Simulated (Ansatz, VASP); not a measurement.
# Two plane-wave programs on Tl

Contents of INCAR:

```
  PREC = Accurate
  ENCUT = 520
  EDIFF = 1E-8
  ISMEAR = -1
  SIGMA = 0.08
  LREAL = F
  LASPH = T
  NELM = 60
  ALGO = Normal
  ISIF = 2
  LWAVE = F
  LCHARG = F
  GGA = PE
  LEFG = T
  NBANDS = 12
```

Contents of KPOINTS:

```
regular mesh
0
Gamma
  13 13 13
```

Contents of POSCAR:

```
Tl
1.0
    3.3147697328      0.0000000000      0.0000000000
    0.0000000000      3.3147697328      0.0000000000
    0.0000000000      0.0000000000      3.3147697328
Tl
1
Direct
    0.0000000000      0.0000000000      0.0000000000
```

Input for Ansatz:

```yaml
crystal:
  lattice:
    - [3.3147697328, 0.0, 0.0]
    - [0.0, 3.3147697328, 0.0]
    - [0.0, 0.0, 3.3147697328]
  atoms:
    - { symbol: Tl, position: [0.0, 0.0, 0.0] }
kpoints:
  mp_grid: { grid: [13, 13, 13] }
scf:
  occupations: { method: fermi_dirac, width: 0.08 }
hamiltonian:
  xc: pbe
  pseudopotentials: { kind: paw }
output:
  forces: true
  stress: true
  eigenvalues: true
  efg: { contact_densities: true }
```

Change from the starting cell: volume scaled by 1.06, PAW files.

Alike in both runs: task electric field gradients; functional PBE; k mesh 13 × 13 × 13; occupations fermi-dirac, width 0.08 eV; no spin polarisation.

```csv
,VASP,Ansatz
version,VASP 6.6.1,Ansatz 0.2.0
potentials or method,"VASP PAW PBE potentials, release 64 (Tl_d)","PAW with Ansatz's default frozen-core files, scalar-relativistic"
plane-wave cutoff (eV),520,420
valence electrons in the cell,13,13
```

```csv
,VASP,Ansatz,Ansatz less VASP
pressure (GPa),-1.1,-1.1,+0.05
```

Spin-orbit coupling is off throughout.
